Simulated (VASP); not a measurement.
**WS2: single point with PBE**

The system is WS2, a slab with vacuum.

```xyz
3
Lattice="3.1835 0.0000 0.0000 -1.5918 2.7570 0.0000 0.0000 0.0000 16.9506" Properties=species:S:1:pos:R:3 pbc="T T T"
W     0.0000    1.8380    0.0000
S     1.5918    0.9190   15.3911
S     1.5918    0.9190    1.5595
```

| Quantity | Value |
| --- | --- |
| Program | VASP 6.6.1 |
| Task | single point |
| Functional | PBE |
| Potentials or basis | VASP PAW PBE potentials, release 64 (W_sv, S) |
| Cutoff | 520 eV |
| k mesh | 12 × 12 × 2 |
| Occupations | gaussian, width 0.05 eV |
| Spin | no spin polarisation |
| Dipole correction | no |
| Charge | 0.5 |
| Further INCAR settings | ALGO = Normal; EDIFF = 1e-07; NBANDS = 20; NELECT = 25.5 |

```yaml
Largest_force: 0.517 eV/Å
```

Forces in eV/Å, atoms in the order of the input:
```
W    0.000  0.000  0.000
S    0.000  0.000 -0.517
S    0.000  0.000  0.517
```

Levels at points of the mesh, in eV from the Fermi level:
```
           k point  band 11  band 12  band 13  band 14  band 15  band 16
(0.00, 0.00, 0.00)    -1.23    -1.04     0.70     3.38     3.38     3.61
(0.50, 0.00, 0.00)    -1.27    -0.73    -0.38     3.13     3.66     4.75
(0.00, 0.00, 0.50)    -1.23    -1.04     0.70     3.38     3.38     3.61
(0.50, 0.00, 0.50)    -1.27    -0.73    -0.38     3.13     3.66     4.75
```

Run time: 3.1 min on 1 thread of Intel(R) Xeon(R) Platinum 8124M CPU @ 3.00GHz (Skylake/Cascade Lake), with other jobs on the host, peak memory 0.3 GiB.

Caveat: the cell carries a net charge on a neutralising background, which shifts energy and pressure; the cell is charged against a uniform background, so pressure and absolute levels hang on convention; spin-orbit coupling is left out, which moves the levels of the heavy elements.
